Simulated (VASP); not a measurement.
# Cu in VASP: single point with PBE+D3(BJ)

Aim: the single point of Cu with PBE+D3(BJ).

Program: VASP 6.6.1. These are calculated values, not measurements. Logs are shortened: lines on timing, memory, paths and dates and some standing lists are left out, and cuts for length are marked.

## 1. The cell of the first run

The cell holds a slab with vacuum, 16 atoms: a = 5.039 Å, b = 5.039 Å, c = 23.172 Å, α = 90.00°, β = 90.00°, γ = 120.00°.

## 2. Single point, PBE+D3(BJ)

INCAR reads:

```
PREC     = Accurate       # precision mode
ENCUT    = 520            # plane-wave cutoff, eV
EDIFF    = 1E-6           # SCF threshold, eV
ISMEAR   = 0              # smearing method
SIGMA    = 0.1            # smearing width, eV
LREAL    = Auto         
LASPH    = True           # aspherical terms in the spheres
NELM     = 100            # most SCF steps
ALGO     = Normal         # electronic algorithm
ISIF     = 2              # what is computed and relaxed
LWAVE    = False          # write WAVECAR
LCHARG   = True           # write CHGCAR
LDIPOL   = True         
IDIPOL   = 3            
DIPOL    = 0.5 0.5 0.500
GGA      = PE             # functional
IVDW     = 12             # dispersion correction
LELF     = True           # ELF
LVHAR    = True         
LVACPOTAV= True         
NBANDS   = 102            # bands
```

KPOINTS reads:

```
regular mesh
0
Gamma
  6 6 1
```

POSCAR reads:

```
Cu
1.0
    5.0393684026      0.0000000000      0.0000000000
   -2.5196842013      4.3642210557      0.0000000000
    0.0000000000      0.0000000000     23.1719406062
Cu
16
Direct
    0.3333333333      0.1666666667      0.3668229668
    0.3333333333      0.6666666667      0.3668229668
    0.8333333333      0.1666666667      0.3668229668
    0.8333333333      0.6666666667      0.3668229668
    0.6666666667      0.3333333333      0.4556076556
    0.6666666667      0.8333333333      0.4556076556
    0.1666666667      0.3333333333      0.4556076556
    0.1666666667      0.8333333333      0.4556076556
    0.0000000000      0.5000000000      0.5438695202
    0.0000000000      0.0000000000      0.5438695202
    0.5000000000      0.5000000000      0.5438695202
    0.5000000000      0.0000000000      0.5438695202
    0.3333333333      0.6666666667      0.6328934536
    0.3333333333      0.1666666667      0.6328934536
    0.8333333333      0.6666666667      0.6328934536
    0.8333333333      0.1666666667      0.6328934536
```

Potentials or basis: VASP PAW PBE potentials, release 64 (Cu).

Launch:

```bash
$ cat potpaw_PBE.64/Cu/POTCAR > POTCAR
$ mpirun -np 1 vasp_std > vasp.out
```

OUTCAR:

```text
PREC = Accurate
   ENCUT = 520
   EDIFF = 1E-6
   ISMEAR = 0
   LREAL = Auto
   LASPH = True
   NELM = 100
   ISIF = 2
   GGA = PE
   IVDW = 12
 IVDW          = 12

 ion  position               nearest neighbor table
   1  0.333  0.167  0.367-   7 2.52   3 2.52   3 2.52   2 2.52   2 2.52   4 2.52   4 2.52   5 2.52
                             8 2.52
   2  0.333  0.667  0.367-   8 2.52   4 2.52   4 2.52   3 2.52   1 2.52   1 2.52   3 2.52   6 2.52
                             7 2.52
   3  0.833  0.167  0.367-   5 2.52   1 2.52   1 2.52   2 2.52   4 2.52   4 2.52   2 2.52   7 2.52
                             6 2.52
   4  0.833  0.667  0.367-   6 2.52   2 2.52   2 2.52   1 2.52   3 2.52   3 2.52   1 2.52   8 2.52
                             5 2.52
   5  0.667  0.333  0.456-   9 2.51  12 2.51  11 2.51   3 2.52   7 2.52   7 2.52   6 2.52   6 2.52
                             8 2.52   8 2.52   1 2.52   4 2.52
   6  0.667  0.833  0.456-  10 2.51  11 2.51  12 2.51   4 2.52   8 2.52   8 2.52   7 2.52   5 2.52
                             5 2.52   7 2.52   2 2.52   3 2.52
   7  0.167  0.333  0.456-  11 2.51  10 2.51   9 2.51   1 2.52   5 2.52   5 2.52   6 2.52   8 2.52
                             8 2.52   6 2.52   3 2.52   2 2.52
   8  0.167  0.833  0.456-  12 2.51   9 2.51  10 2.51   2 2.52   6 2.52   6 2.52   5 2.52   7 2.52
                             7 2.52   5 2.52   4 2.52   1 2.52
   9  0.000  0.500  0.544-   5 2.51   8 2.51   7 2.51  11 2.52  11 2.52  12 2.52  10 2.52  10 2.52
[... 22 lines left out ...]
 A1 = (   5.0393684026,   0.0000000000,   0.0000000000)
 A2 = (  -2.5196842013,   4.3642210557,   0.0000000000)
 A3 = (   0.0000000000,   0.0000000000,  23.1719406062)

Analysis of symmetry for initial positions (statically):
=====================================================================
 Subroutine PRICEL returns following result:

  LATTYP: Found a hexagonal cell.
 ALAT       =     2.5196842013
 C/A-ratio  =     9.1963669869

  Lattice vectors:

 A1 = (   2.5196842013,   0.0000000000,   0.0000000000)
 A2 = (  -1.2598421006,   2.1821105278,   0.0000000000)
 A3 = (   0.0000000000,   0.0000000000,  23.1719406062)

   4 primitive cells build up your supercell.

 Routine SETGRP: Setting up the symmetry group for a
 hexagonal supercell.

 Subroutine GETGRP returns: Found  6 space group operations
 (whereof  6 operations were pure point group operations)
 out of a pool of 24 trial point group operations.

The static configuration has the point symmetry C_3v.

Analysis of symmetry for dynamics (positions and initial velocities):
=====================================================================
 Subroutine PRICEL returns following result:

  LATTYP: Found a hexagonal cell.
 ALAT       =     2.5196842013
 C/A-ratio  =     9.1963669869

  Lattice vectors:

 A1 = (   2.5196842013,   0.0000000000,   0.0000000000)
 A2 = (  -1.2598421006,   2.1821105278,   0.0000000000)
 A3 = (   0.0000000000,   0.0000000000,  23.1719406062)

   4 primitive cells build up your supercell.

 Routine SETGRP: Setting up the symmetry group for a
 hexagonal supercell.

 Subroutine GETGRP returns: Found  6 space group operations
 (whereof  6 operations were pure point group operations)
 out of a pool of 24 trial point group operations.

The dynamic configuration has the point symmetry C_3v.

 Subroutine INISYM returns: Found  6 space group operations
 (whereof  6 operations are pure point group operations),
 and found     4 'primitive' translations

----------------------------------------------------------------------------------------

                                     Primitive cell

  volume of cell :     127.4046

  direct lattice vectors                    reciprocal lattice vectors
     2.519684201  0.000000000  0.000000000     0.396875132  0.229135964  0.000000000
    -1.259842101  2.182110528  0.000000000     0.000000000  0.458271929  0.000000000
     0.000000000  0.000000000 23.171940606     0.000000000  0.000000000  0.043155643

  length of vectors
     2.519684201  2.519684201 23.171940606     0.458271929  0.458271929  0.043155643

  position of ions in fractional coordinates (direct lattice)
     0.666666667  0.333333333  0.366822967
     0.333333333  0.666666667  0.455607656
     0.000000000  0.000000000  0.543869520
     0.666666667  0.333333333  0.632893454

  ion indices of the primitive-cell ions
   primitive index   ion index
                 1           1
                 2           7
                 3          12
                 4          14

----------------------------------------------------------------------------------------

 KPOINTS: regular mesh

Automatic generation of k-mesh.
 Grid dimensions read from file:
 generate k-points for:    6    6    1

 Generating k-lattice:

  Cartesian coordinates                     Fractional coordinates (reciprocal lattice)
     0.033072928  0.019094664  0.000000000     0.166666667  0.000000000  0.000000000
     0.000000000  0.038189327  0.000000000     0.000000000  0.166666667  0.000000000
     0.000000000  0.000000000  0.043155643     0.000000000  0.000000000  1.000000000

  Length of vectors
     0.038189327  0.038189327  0.043155643

  Shift w.r.t. Gamma in fractional coordinates (k-lattice)
     0.000000000  0.000000000  0.000000000

 Subroutine IBZKPT returns following result:
 ===========================================

 Found      7 irreducible k-points:

 Following reciprocal coordinates:
            Coordinates               Weight
  0.000000  0.000000  0.000000      1.000000
  0.166667  0.000000  0.000000      6.000000
  0.333333  0.000000  0.000000      6.000000
  0.500000 -0.000000  0.000000      3.000000
  0.166667  0.166667  0.000000      6.000000
  0.333333  0.166667  0.000000     12.000000
  0.333333  0.333333  0.000000      2.000000
   k-points           NKPTS =      7   k-points in BZ     NKDIM =      7   number of bands    NBANDS=    102
   number of dos      NEDOS =    301   number of ions     NIONS =     16
   total plane-waves  NPLWV = 288000
   dimension x,y,z NGX =    40 NGY =   40 NGZ =  180
   dimension x,y,z NGXF=    80 NGYF=   80 NGZF=  360
   ions per type =              16
   NGX,Y,Z   is equivalent  to a cutoff of  13.20, 13.20, 12.91 a.u.
   NGXF,Y,Z  is equivalent  to a cutoff of  26.39, 26.39, 25.83 a.u.
 SYSTEM =  unknown system
   PREC   = accura    normal or accurate (medium, high low for compatibility)
   ISTART =      0    job   : 0-new  1-cont  2-samecut
   ICHARG =      2    charge: 1-file 2-atom 10-const
   ISPIN  =      1    spin polarized calculation?
   LNONCOLLINEAR =      F non collinear calculations
   LSORBIT =      F    spin-orbit coupling
   LASPH  =      T    aspherical Exc in radial PAW
   ENCUT  =  520.0 eV  38.22 Ry    6.18 a.u.   9.37  9.37 43.08*2*pi/ulx,y,z
   NELM   =    100;   NELMIN=  2; NELMDL= -5     # of ELM steps
   EDIFF  = 0.1E-05   stopping-criterion for ELM
   LREAL  =      T    real-space projection
   EDIFFG = 0.1E-04   stopping-criterion for IOM
   NSW    =      0    number of steps for IOM
   IBRION =     -1    ionic relax: 0-MD 1-quasi-New 2-CG
   NFREE  =      0    steps in history (QN), initial steepest desc. (CG)
   ISIF   =      2    stress and relaxation
   ISYM   =      2    0-nonsym 1-usesym 2-fastsym
   POTIM  = 0.5000    time-step for ionic-motion
   TEBEG  =    0.0;   TEEND  =   0.0 temperature during run
   PSTRESS=    0.0 pullay stress
   NELECT =     176.0000    total number of electrons
   NUPDOWN=      -1.0000    fix difference up-down
   EMIN   =  10.00;   EMAX   =-10.00  energy-range for DOS
   EFERMI =   0.00;   METHOD = LEGACY
   ISMEAR =     0;   SIGMA  =   0.10  broadening in eV -4-tet -1-fermi 0-gaus
   EFERMI_NEDOS =   21; number of points for ismear=-14 and -15
   IALGO  =     38    algorithm
   IMIX   =      4    mixing-type and parameters
     AMIX     =   0.40;   BMIX     =  1.00
     AMIX_MAG =   1.60;   BMIX_MAG =  1.00
  volume/ion in A,a.u.               =      31.85       214.94
  Fermi-wavevector in a.u.,A,eV,Ry     =   1.148587  2.170515 17.949520  1.319253
  Thomas-Fermi vector in A             =   2.285261
   LORBIT       =      0    0 simple, 1 ext, 2 COOP (PROOUT), +10 PAW based schemes
   GGA     = PE    functional components
   LHFCALC =     F    Hartree Fock is set to
   AEXX    =    0.0000 exact exchange contribution
   IVDW    =    12    specifies the selected vdW correction
   LEPSILON=     F    determine dielectric tensor
   LRPA    =     F    only Hartree local field effects (RPA)
 non-spin polarized calculation
 Gauss-broadening in eV      SIGMA  =   0.10
  energy-cutoff  :      520.00
  volume of cell :      509.62
 maximum number of plane-waves:     13754
 NGX is ok and might be reduce to    40
   NGX = 19   NGY = 19   NGZ = 87

 dipolmoment           0.000000      0.000000     -0.000269 electrons x Angstroem

 number of electron     175.9999930 magnetization

 dipolmoment           0.000000      0.000000      0.000325 electrons x Angstroem

 Free energy of the ion-electron system (eV)
  ---------------------------------------------------
  ext. energy  EPLUGINS =         0.00000000
  ---------------------------------------------------
  free energy    TOTEN  =       -55.94833142 eV

  energy without entropy =      -55.91142606  energy(sigma->0) =      -55.92987874

 E-fermi :  -0.1933     XC(G=0):  -5.4144

 val. band max:       -0.1980389722   @ k =   0.3333   0.0000   0.0000
 cond. band min:       0.1288605145   @ k =   0.1667   0.0000   0.0000
 fundamental gap:      0.3268994867
 Fermi energy:        -0.1932839377

 k-point     1 :       0.0000    0.0000    0.0000
  band No.  band energies     occupation
      1      -9.3355      2.00000
      2      -8.0056      2.00000
      3      -6.3171      2.00000
      4      -5.4808      2.00000
      5      -5.1886      2.00000
      6      -5.1886      2.00000
[... 710 lines left out ...]
     99       4.4709      0.00000
    100       4.4743      0.00000
 [bands above 100 left out]

------------------------ aborting loop because EDIFF is reached ----------------------------------------

 Edisp (eV)   -7.14229

 E8    (eV) :    -3.1834

  FORCE on cell =-STRESS in cart. coord.  units (eV):
  Direction    XX          YY          ZZ          XY          YZ          ZX
  --------------------------------------------------------------------------------------
  -------------------------------------------------------------------------------------
  Total      -2.40273    -2.40273     0.50652     0.00000     0.00000    -0.00000
  in kB      -7.55389    -7.55389     1.59244     0.00000     0.00000    -0.00000
  external pressure =       -4.51 kB  Pullay stress =        0.00 kB

 VOLUME and BASIS-vectors are now :
 -----------------------------------------------------------------------------
  energy-cutoff  :      520.00
  volume of cell :      509.62
      direct lattice vectors                 reciprocal lattice vectors
     5.039368403  0.000000000  0.000000000     0.198437566  0.114567982  0.000000000
    -2.519684201  4.364221056  0.000000000     0.000000000  0.229135964  0.000000000
     0.000000000  0.000000000 23.171940606     0.000000000  0.000000000  0.043155643

 POSITION                                       TOTAL-FORCE (eV/Angst)
 -----------------------------------------------------------------------------------
      1.25984      0.72737      8.50000        -0.000000     -0.000000     -0.041173
     -0.00000      2.90948      8.50000         0.000000      0.000000     -0.041173
      3.77953      0.72737      8.50000         0.000000      0.000000     -0.041173
      2.51968      2.90948      8.50000         0.000000      0.000000     -0.041173
      2.51968      1.45474     10.55731        -0.000000     -0.000000      0.024537
      1.25984      3.63685     10.55731        -0.000000      0.000000      0.024537
[... 8 lines left out ...]
      2.51968      2.90948     14.66537         0.000000     -0.000000      0.017931
      3.77953      0.72737     14.66537        -0.000000     -0.000000      0.017931
 -----------------------------------------------------------------------------------
    total drift:                               -0.000001      0.000001     -0.010434

  FREE ENERGIE OF THE ION-ELECTRON SYSTEM (eV)
  ---------------------------------------------------
  free  energy   TOTEN  =       -63.0906213659 eV

  energy  without entropy=      -63.0537160055  energy(sigma->0) =      -63.07216869

 vacuum level on the upper side and lower side of the slab         4.625         4.622
```

Wall time 37 min (1 thread of AMD EPYC 7R13, shared host); peak memory 0.7 GiB.

What came out:

```
Free energy                : -63.0906 eV
Largest force              : 0.041 eV/Å
Band gap on the k mesh     : zero (band 88 reaches -0.23 eV, above the bottom of band 89 at -0.80 eV)
Dispersion energy per atom : -0.446 eV
```

Forces in eV/Å, atoms in the order of the input:
```
Cu   0.000  0.000 -0.041
Cu   0.000  0.000 -0.041
Cu   0.000  0.000 -0.041
Cu   0.000  0.000 -0.041
Cu   0.000  0.000  0.025
Cu   0.000  0.000  0.025
Cu   0.000  0.000  0.025
Cu   0.000  0.000  0.025
Cu   0.000  0.000 -0.001
Cu   0.000  0.000 -0.001
Cu   0.000  0.000 -0.001
Cu   0.000  0.000 -0.001
Cu   0.000  0.000  0.018
Cu   0.000  0.000  0.018
Cu   0.000  0.000  0.018
Cu   0.000  0.000  0.018
```
